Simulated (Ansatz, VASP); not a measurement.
## V2SiN2 in VASP and in Ansatz

Contents of INCAR:

```
ALGO     = Normal         # electronic algorithm
EDIFF    = 1E-6           # SCF threshold, eV
EDIFFG   = -0.04          # ionic threshold
ENCUT    = 600            # plane-wave cutoff, eV
GGA      = PE             # functional
IBRION   = 2              # ionic algorithm
ISIF     = 3              # what is computed and relaxed
ISMEAR   = 0              # smearing method
LASPH    = True           # aspherical terms in the spheres
LCHARG   = False          # write CHGCAR
LREAL    = False          # projectors in reciprocal space
LWAVE    = False          # write WAVECAR
NELM     = 60             # most SCF steps
NSW      = 90             # ionic steps
PREC     = Accurate       # precision mode
SIGMA    = 0.1            # smearing width, eV
```

File KPOINTS:

```
k-points
0
Gamma
  6 6 4
```

Contents of POSCAR:

```
V2SiN2
1.0
    3.7260419966     -2.0813078610      0.0000000000
    3.7260419966      2.0813078610      0.0000000000
   -0.9480688683      0.0000000000      7.0757311951
V Si N
4 2 4
Direct
    0.2810600557      0.1799574151      0.6565642583
    0.4427551131      0.3525322786      0.1491914650
    0.8200425849      0.7189399443      0.3434357417
    0.6474677214      0.5572448869      0.8508085350
    0.0940409915      0.0406860997      0.2357055199
    0.9593139003      0.9059590085      0.7642944801
    0.3258641531      0.2437493554      0.3913155055
    0.1794341772      0.5052869935      0.8977789080
    0.7562506446      0.6741358469      0.6086844945
    0.4947130065      0.8205658228      0.1022210920
```

Input for Ansatz:

```yaml
crystal:
  lattice:
    - [3.7260419966, -2.081307861, 0.0]
    - [3.7260419966, 2.081307861, 0.0]
    - [-0.9480688683, 0.0, 7.0757311951]
  atoms:
    - { symbol: V, position: [0.2810600557, 0.1799574151, 0.6565642583] }
    - { symbol: V, position: [0.4427551131, 0.3525322786, 0.149191465] }
    - { symbol: V, position: [0.8200425849, 0.7189399443, 0.3434357417] }
    - { symbol: V, position: [0.6474677214, 0.5572448869, 0.850808535] }
    - { symbol: Si, position: [0.0940409915, 0.0406860997, 0.2357055199] }
    - { symbol: Si, position: [0.9593139003, 0.9059590085, 0.7642944801] }
    - { symbol: "N", position: [0.3258641531, 0.2437493554, 0.3913155055] }
    - { symbol: "N", position: [0.1794341772, 0.5052869935, 0.897778908] }
    - { symbol: "N", position: [0.7562506446, 0.6741358469, 0.6086844945] }
    - { symbol: "N", position: [0.4947130065, 0.8205658228, 0.102221092] }
basis:
  ecutwfc: 420
kpoints:
  mp_grid: { grid: [6, 6, 4] }
hamiltonian:
  xc: pbe
scf:
  occupations: { method: gaussian, width: 0.1 }
  lower_state_search: "off"
output:
  forces: true
  stress: true
  eigenvalues: true
relax:
  adjacent_minimum: "off"
  f_tol: 0.04
  max_steps: 70
  cell: { stress_tol: 0.4 }
```

Change from the starting cell: the structure that the rattled cell fell into.

Alike in both runs: task relaxation of cell and atoms; functional PBE; k mesh 6 × 6 × 4; occupations gaussian, width 0.1 eV; no spin polarisation.

|  | VASP | Ansatz |
| --- | --- | --- |
| version | VASP 6.6.1 | Ansatz 0.2.0 |
| potentials or method | VASP PAW PBE potentials, release 64 (V_sv, Si, N), cutoff 600 eV | scalar-relativistic, plane waves, PAW |
| valence electrons in the cell | 80 | 80 |

```tsv
	VASP	Ansatz	Ansatz less VASP
gap on the k mesh at the Fermi level, each at its own relaxed structure (eV)	none	none	-
relaxed volume (Å³/atom)	11.00	10.97	-0.026
relaxed length of the cell vector where the two differ most in proportion (Å)	7.146	7.137	-0.0085
```

A gap of «none» marks a metal or a gap that the smearing closes.
